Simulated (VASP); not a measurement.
Input of a VASP 6.6.1 run:

File INCAR:

```
PREC = Accurate
ENCUT = 520
EDIFF = 1E-6
ISMEAR = -1
SIGMA = 0.05
LREAL = False
LASPH = True
NELM = 80
ALGO = Fast
ISIF = 2
LWAVE = False
LCHARG = False
GGA = PE
NBANDS = 26
```

The input KPOINTS:

```
Automatic mesh
0
Gamma
  5 5 5
```

Contents of POSCAR:

```
KYMg6
1.0
    5.3624729754      0.0000000000      0.0000000000
    0.0000000000      3.4614088926      5.8399630929
    0.0000000000     -3.4614088926      5.8399630929
Y K Mg
1 1 6
Direct
    0.0000000000      0.8468330000      0.8468330000
    0.5000000000      0.6496090000      0.6496090000
    0.5000000000      0.1664510000      0.1664510000
    0.5000000000      0.6682610000      0.1534430000
    0.5000000000      0.1534430000      0.6682610000
    0.0000000000      0.3440530000      0.3440530000
    0.0000000000      0.8509780000      0.3203700000
    0.0000000000      0.3203700000      0.8509780000
```

Potentials or basis: VASP PAW PBE potentials, release 64 (Y_sv, K_sv, Mg).

Launch:

```bash
$ cat potpaw_PBE.64/Y_sv/POTCAR potpaw_PBE.64/K_sv/POTCAR potpaw_PBE.64/Mg/POTCAR > POTCAR
$ mpirun -np 1 vasp_std > vasp.out
```

(1) Predict the largest force.

(2) What does it give for the band gap on the k mesh?

(3) Predict the pressure.

Results:

(1) 0.073 eV/Å.

(2) zero (band 16 reaches 2.37 eV, above the bottom of band 17 at 1.87 eV).

(3) 0.5 GPa.
